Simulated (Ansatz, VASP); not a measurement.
**One calculation of Sc, two programs**

```xyz
2
Lattice="5.1133 0.0000 0.0000 -2.5567 4.4283 0.0000 0.0000 0.0000 23.8000" Properties=species:S:1:pos:R:3 pbc="T T T"
Sc    0.0000    2.9522    7.0000
Sc    2.5567    1.4761    7.0000
```

Alike in both runs: task single point; functional PBE; k mesh 6 × 6 × 1; occupations gaussian, width 0.1 eV; collinear spin.

|  | VASP | Ansatz |
| --- | --- | --- |
| version | VASP 6.6.1 | Ansatz 0.2.0 |
| potentials or method | VASP PAW PBE potentials, release 64 (Sc_sv), cutoff 520 eV | scalar-relativistic, plane waves, PAW |
| valence electrons in the cell | 22 | 22 |

|  | VASP | Ansatz | Ansatz less VASP |
| --- | --- | --- | --- |
| gap on the k mesh at the Fermi level (eV) | none | none | - |
| net moment per atom (μB) | 1.69 | 1.69 | -0.008 |
| size of the moment on the site where the two differ most (μB) | 1.07 | 1.02 | -0.047 |

Site moments also hang on the region over which each program counts them. A gap of «none» marks a metal or a gap that the smearing closes.
